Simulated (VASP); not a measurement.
Here is a VASP 6.6.1 calculation.

File INCAR:

```
SYSTEM = ZnO
  PREC = Accurate
  ENCUT = 520
  EDIFF = 1E-6
  ISMEAR = 0
  SIGMA = 0.01
  LREAL = .FALSE.
  LASPH = .TRUE.
  NELM = 100
  ALGO = Normal
  ISIF = 2
  LWAVE = .FALSE.
  LCHARG = .FALSE.
  GGA = PE
  NBANDS = 26
```

File KPOINTS:

```
regular mesh
0
G
  8 8 5
  0 0 0
```

POSCAR

```
ZnO
1.0
    3.2494000000      0.0000000000      0.0000000000
   -1.6247000000      2.8140629471      0.0000000000
    0.0000000000      0.0000000000      5.2038000000
Zn O
2 2
Direct
    0.3333333333      0.6666666667      0.0004774101
    0.6666666667      0.3333333333      0.5004774101
    0.3333333333      0.6666666667      0.3816225899
    0.6666666667      0.3333333333      0.8816225899
```

Potentials or basis: VASP PAW PBE potentials, release 64 (Zn, O).

Launch:

```bash
$ cat potpaw_PBE.64/Zn/POTCAR potpaw_PBE.64/O/POTCAR > POTCAR
$ mpirun -np 1 vasp_std > vasp.out
```

(1) Predict the band gap on the k mesh.

(2) Predict the pressure.

## Answers

(1) 0.79 eV, direct.

(2) 6.0 GPa.
